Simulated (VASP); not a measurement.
# Li2O (Fm-3m) in VASP: a series of runs, part 2 of 2

VASP 6.6.1. Earlier steps stand in the parts before.

### Step 4. Single point, PBE

Contents of INCAR:

```
  ALGO = Normal
  EDIFF = 1E-6
  ENCUT = 750
  GGA = PE
  GGA_COMPAT = False
  ISIF = 2
  ISMEAR = 0
  LASPH = True
  LCHARG = False
  LREAL = False
  LWAVE = False
  NBANDS = 13
  NELM = 120
  PREC = Accurate
  SIGMA = 0.01
```

Contents of KPOINTS:

```
k-points
0
Gamma
  8 8 8
```

Contents of POSCAR:

```
Li2O
1.0
    0.0000000000      2.2863690217      2.2863690217
    2.2863690217      0.0000000000      2.2863690217
    2.2863690217      2.2863690217      0.0000000000
Li O
2 1
Direct
    0.2500000000      0.2500000000      0.2500000000
    0.7500000000      0.7500000000      0.7500000000
    0.0000000000      0.0000000000      0.0000000000
```

Potentials or basis: VASP PAW PBE potentials, release 64 (Li_sv, O).

The run is started by

```bash
> cat potpaw_PBE.64/Li_sv/POTCAR potpaw_PBE.64/O/POTCAR > POTCAR
> mpirun -np 1 vasp_std > vasp.out
```

OUTCAR:

```text
EDIFF = 1E-6
   ENCUT = 750
   GGA = PE
   ISIF = 2
   ISMEAR = 0
   LASPH = True
   LREAL = False
   NELM = 120
   PREC = Accurate

 ion  position               nearest neighbor table
   1  0.250  0.250  0.250-   3 1.98   3 1.98   3 1.98   3 1.98   2 2.29   2 2.29   2 2.29   2 2.29
                             2 2.29   2 2.29
   2  0.750  0.750  0.750-   3 1.98   3 1.98   3 1.98   3 1.98   1 2.29   1 2.29   1 2.29   1 2.29
                             1 2.29   1 2.29
   3  0.000  0.000  0.000-   2 1.98   2 1.98   2 1.98   1 1.98   1 1.98   1 1.98   2 1.98   1 1.98

  LATTYP: Found a face centered cubic cell.
 ALAT       =     4.5727380434

  Lattice vectors:

 A1 = (   0.0000000000,   2.2863690217,   2.2863690217)
 A2 = (   2.2863690217,   0.0000000000,   2.2863690217)
 A3 = (   2.2863690217,   2.2863690217,   0.0000000000)

Analysis of symmetry for initial positions (statically):
=====================================================================
 Subroutine PRICEL returns:
 Original cell was already a primitive cell.

 Routine SETGRP: Setting up the symmetry group for a
 face centered cubic supercell.

 Subroutine GETGRP returns: Found 48 space group operations
 (whereof 48 operations were pure point group operations)
 out of a pool of 48 trial point group operations.

The static configuration has the point symmetry O_h .

Analysis of symmetry for dynamics (positions and initial velocities):
=====================================================================
 Subroutine PRICEL returns:
 Original cell was already a primitive cell.

 Routine SETGRP: Setting up the symmetry group for a
 face centered cubic supercell.

 Subroutine GETGRP returns: Found 48 space group operations
 (whereof 48 operations were pure point group operations)
 out of a pool of 48 trial point group operations.

The dynamic configuration has the point symmetry O_h .

 Subroutine INISYM returns: Found 48 space group operations
 (whereof 48 operations are pure point group operations),
 and found     1 'primitive' translations

----------------------------------------------------------------------------------------

                                     Primitive cell

  volume of cell :      23.9039

  direct lattice vectors                    reciprocal lattice vectors
     0.000000000  2.286369022  2.286369022    -0.218687358  0.218687358  0.218687358
     2.286369022  0.000000000  2.286369022     0.218687358 -0.218687358  0.218687358
     2.286369022  2.286369022  0.000000000     0.218687358  0.218687358 -0.218687358

  length of vectors
     3.233414079  3.233414079  3.233414079     0.378777614  0.378777614  0.378777614

  position of ions in fractional coordinates (direct lattice)
     0.250000000  0.250000000  0.250000000
     0.750000000  0.750000000  0.750000000
     0.000000000  0.000000000  0.000000000

  ion indices of the primitive-cell ions
   primitive index   ion index
                 1           1
                 2           2
                 3           3

----------------------------------------------------------------------------------------

 KPOINTS: k-points

[... 50 lines left out ...]
   number of dos      NEDOS =    301   number of ions     NIONS =      3
   total plane-waves  NPLWV =  27000
   dimension x,y,z NGX =    30 NGY =   30 NGZ =   30
   dimension x,y,z NGXF=    60 NGYF=   60 NGZF=   60
   ions per type =               2   1
   NGX,Y,Z   is equivalent  to a cutoff of  15.42, 15.42, 15.42 a.u.
   NGXF,Y,Z  is equivalent  to a cutoff of  30.85, 30.85, 30.85 a.u.
 SYSTEM =  unknown system
   PREC   = accura    normal or accurate (medium, high low for compatibility)
   ISTART =      0    job   : 0-new  1-cont  2-samecut
   ICHARG =      2    charge: 1-file 2-atom 10-const
   ISPIN  =      1    spin polarized calculation?
   LNONCOLLINEAR =      F non collinear calculations
   LSORBIT =      F    spin-orbit coupling
   LASPH  =      T    aspherical Exc in radial PAW
   ENCUT  =  750.0 eV  55.12 Ry    7.42 a.u.   7.22  7.22  7.22*2*pi/ulx,y,z
   NELM   =    120;   NELMIN=  2; NELMDL= -5     # of ELM steps
   EDIFF  = 0.1E-05   stopping-criterion for ELM
   LREAL  =      F    real-space projection
   EDIFFG = 0.1E-04   stopping-criterion for IOM
   NSW    =      0    number of steps for IOM
   IBRION =     -1    ionic relax: 0-MD 1-quasi-New 2-CG
   NFREE  =      0    steps in history (QN), initial steepest desc. (CG)
   ISIF   =      2    stress and relaxation
   ISYM   =      2    0-nonsym 1-usesym 2-fastsym
   POTIM  = 0.5000    time-step for ionic-motion
   TEBEG  =    0.0;   TEEND  =   0.0 temperature during run
   PSTRESS=    0.0 pullay stress
   NELECT =      12.0000    total number of electrons
   NUPDOWN=      -1.0000    fix difference up-down
   EMIN   =  10.00;   EMAX   =-10.00  energy-range for DOS
   EFERMI =   0.00;   METHOD = LEGACY
   ISMEAR =     0;   SIGMA  =   0.01  broadening in eV -4-tet -1-fermi 0-gaus
   EFERMI_NEDOS =   21; number of points for ismear=-14 and -15
   IALGO  =     38    algorithm
   IMIX   =      4    mixing-type and parameters
     AMIX     =   0.40;   BMIX     =  1.00
     AMIX_MAG =   1.60;   BMIX_MAG =  1.00
  volume/ion in A,a.u.               =       7.97        53.77
  Fermi-wavevector in a.u.,A,eV,Ry     =   1.301105  2.458731 23.032942  1.692874
  Thomas-Fermi vector in A             =   2.432260
   LORBIT       =      0    0 simple, 1 ext, 2 COOP (PROOUT), +10 PAW based schemes
   GGA     = PE    functional components
   LHFCALC =     F    Hartree Fock is set to
   AEXX    =    0.0000 exact exchange contribution
   IVDW    =     0    specifies the selected vdW correction
   LEPSILON=     F    determine dielectric tensor
   LRPA    =     F    only Hartree local field effects (RPA)
 non-spin polarized calculation
 Gauss-broadening in eV      SIGMA  =   0.01
  energy-cutoff  :      750.00
  volume of cell :       23.90
 maximum number of plane-waves:      1139
 NGX is ok and might be reduce to    30
   NGX = 15   NGY = 15   NGZ = 15

 number of electron      12.0000003 magnetization

 Free energy of the ion-electron system (eV)
  ---------------------------------------------------
  ext. energy  EPLUGINS =         0.00000000
  ---------------------------------------------------
  free energy    TOTEN  =       -14.34801967 eV

  energy without entropy =      -14.34801967  energy(sigma->0) =      -14.34801967

 E-fermi :   1.5630     XC(G=0):  -9.8815

 val. band max:        1.4972644228   @ k =   0.0000   0.0000   0.0000
 cond. band min:       6.5353241596   @ k =   0.5000   0.5000   0.0000
 fundamental gap:      5.0380597368
 Fermi energy:         1.5630008814

 k-point     1 :       0.0000    0.0000    0.0000
  band No.  band energies     occupation
      1     -41.4286      2.00000
      2     -41.0655      2.00000
      3     -14.0017      2.00000
      4       1.4973      2.00000
      5       1.4973      2.00000
      6       1.4973      2.00000
      7       6.9905      0.00000
      8      13.6125      0.00000
      9      13.6125      0.00000
     10      13.6125      0.00000
     11      20.8234      0.00000
     12      20.8234      0.00000
     13      20.8234      0.00000
[... 354 lines left out ...]
  band No.  band energies     occupation
      1     -41.2297      2.00000
      2     -41.2291      2.00000
      3     -13.7419      2.00000
      4      -1.0302      2.00000
      5       0.4656      2.00000
      6       0.6617      2.00000
      7       9.5898      0.00000
      8      12.0259      0.00000
      9      14.8070      0.00000
     10      15.2019      0.00000
     11      19.3799      0.00000
     12      19.7336      0.00000
     13      24.9649      0.00000

 [... further k-points ...]

------------------------ aborting loop because EDIFF is reached ----------------------------------------

  FORCE on cell =-STRESS in cart. coord.  units (eV):
  Direction    XX          YY          ZZ          XY          YZ          ZX
  --------------------------------------------------------------------------------------
  -------------------------------------------------------------------------------------
  Total        0.3972533      0.3972533      0.3972533     -0.0000000      0.0000000     -0.0000000
  in kB       26.6261925     26.6261925     26.6261925     -0.0000000      0.0000000     -0.0000000
  external PRESSURE =      26.6261925 kB  Pullay stress =       0.0000000 kB

 VOLUME and BASIS-vectors are now :
 -----------------------------------------------------------------------------
  energy-cutoff  :      750.00
  volume of cell :       23.90
      direct lattice vectors                 reciprocal lattice vectors
     0.000000000  2.286369022  2.286369022    -0.218687358  0.218687358  0.218687358
     2.286369022  0.000000000  2.286369022     0.218687358 -0.218687358  0.218687358
     2.286369022  2.286369022  0.000000000     0.218687358  0.218687358 -0.218687358

 POSITION                                       TOTAL-FORCE (eV/Angst)
 -----------------------------------------------------------------------------------
      1.14318      1.14318      1.14318        -0.000000     -0.000000      0.000000
      3.42955      3.42955      3.42955         0.000000      0.000000     -0.000000
      0.00000      0.00000      0.00000        -0.000000      0.000000     -0.000000
 -----------------------------------------------------------------------------------
    total drift:                                0.000000     -0.000000      0.000000

  FREE ENERGIE OF THE ION-ELECTRON SYSTEM (eV)
  ---------------------------------------------------
  free  energy   TOTEN  =       -14.3480196736 eV

  energy  without entropy=      -14.3480196736  energy(sigma->0) =      -14.34801967
```

OSZICAR:

```text
N       E                     dE             d eps       ncg     rms          rms(c)
DAV:   1     0.586271640534E+02    0.58627E+02   -0.71520E+03   754   0.128E+03
DAV:   2    -0.983040678407E+01   -0.68458E+02   -0.64613E+02   924   0.263E+02
DAV:   3    -0.160357497526E+02   -0.62053E+01   -0.61501E+01  1360   0.596E+01
DAV:   4    -0.161277870567E+02   -0.92037E-01   -0.92032E-01   866   0.821E+00
DAV:   5    -0.161285564726E+02   -0.76942E-03   -0.76941E-03  1078   0.582E-01    0.750E+00
DAV:   6    -0.143778099687E+02    0.17507E+01   -0.82186E+00   804   0.153E+01    0.278E+00
DAV:   7    -0.143496958085E+02    0.28114E-01   -0.17524E-01   937   0.298E+00    0.150E+00
DAV:   8    -0.143496610124E+02    0.34796E-04   -0.66895E-02   932   0.255E+00    0.438E-01
DAV:   9    -0.143476518739E+02    0.20091E-02   -0.60339E-03   927   0.648E-01    0.131E-01
DAV:  10    -0.143480401253E+02   -0.38825E-03   -0.85806E-04   879   0.225E-01    0.523E-02
DAV:  11    -0.143480180464E+02    0.22079E-04   -0.42892E-05   993   0.704E-02    0.130E-02
DAV:  12    -0.143480200317E+02   -0.19853E-05   -0.56982E-06   928   0.239E-02    0.640E-03
DAV:  13    -0.143480196736E+02    0.35808E-06   -0.23621E-06   954   0.135E-02
   1 F= -.14348020E+02 E0= -.14348020E+02  d E =-.565021E-23
```

stdout:

```text
POSCAR found type information on POSCAR LiO
 POSCAR found :  2 types and       3 ions
 scaLAPACK will be used
 LDA part: xc-table for (Slater+PW92), standard interpolation
 POSCAR, INCAR and KPOINTS ok, starting setup
 FFT: planning ... GRIDC
 FFT: planning ... GRID_SOFT
 FFT: planning ... GRID
 WAVECAR not read
 entering main loop
```

It took 27 s on 1 thread of Intel Xeon 8259CL, shared host; peak memory 0.16 GiB.

Results:

| Property | Result |
| --- | --- |
| Free energy | -14.3480 eV |
| Pressure | 2.7 GPa |
| Band gap on the k mesh | 5.04 eV, indirect (least direct gap 5.49 eV) |

Levels at points of the mesh, in eV from the valence-band top:
```tsv
k point	band 4	band 5	band 6	band 7	band 8	band 9
(0.00, 0.00, 0.00)	0.00	0.00	0.00	5.49	12.12	12.12
(0.50, 0.00, 0.00)	-2.84	-0.46	-0.46	9.41	10.12	12.24
(0.50, 0.50, 0.00)	-1.63	-1.43	-1.43	5.04	13.83	13.83
```

### Step 5. Single point, PBE

Contents of INCAR:

```
SYSTEM = Li2O
PREC = Accurate ; ENCUT = 750
EDIFF = 1E-6 ; ISMEAR = 0
SIGMA = 0.01 ; LREAL = .FALSE.
LASPH = .TRUE. ; NELM = 120
ALGO = Normal ; ISIF = 2
LWAVE = .FALSE. ; LCHARG = .TRUE.
GGA = PE ; LELF = .TRUE.
LVHAR = .TRUE. ; NBANDS = 13
GGA_COMPAT = .FALSE.
```

Contents of KPOINTS:

```
regular mesh
0
G
  8 8 8
  0 0 0
```

POSCAR is that of step 4.

The run is started by

```bash
> cat potpaw_PBE.64/Li_sv/POTCAR potpaw_PBE.64/O/POTCAR > POTCAR
> mpirun -np 1 vasp_std > vasp.out
```

Run time: 32 s. Hardware: 1 thread of Intel Xeon 8259CL, shared host; peak memory 0.16 GiB.

It converged, with:

| Property | Result |
| --- | --- |
| Free energy | -14.3480 eV |
| Pressure | 2.7 GPa |
| Band gap on the k mesh | 5.04 eV, indirect (least direct gap 5.49 eV) |

Levels at points of the mesh, in eV from the valence-band top:
```csv
k point,band 4,band 5,band 6,band 7,band 8,band 9
"(0.00, 0.00, 0.00)",0.00,0.00,0.00,5.49,12.12,12.12
"(0.50, 0.00, 0.00)",-2.84,-0.46,-0.46,9.41,10.12,12.24
"(0.50, 0.50, 0.00)",-1.63,-1.43,-1.43,5.04,13.83,13.83
```

### Step 6. The runs side by side

```tsv
level	k mesh	cutoff (eV)	gap on the mesh (eV)	pressure (GPa)
PBE	6 × 6 × 6	750	5.04	2.7
r2SCAN	4 × 4 × 4	830	5.73	0.2
PBE	8 × 8 × 8	750	5.04	2.7
```

Alike in all rows: task single point; potentials or basis VASP PAW PBE potentials, release 64 (Li_sv, O); no spin polarisation; cell as given; smearing gaussian 0.01 eV.

Caveats: some runs use coarse meshes; the PAW data sets were made with another functional, which shifts forces and pressure a little (some runs).

Absolute energies hang on the potentials; compare differences alone.
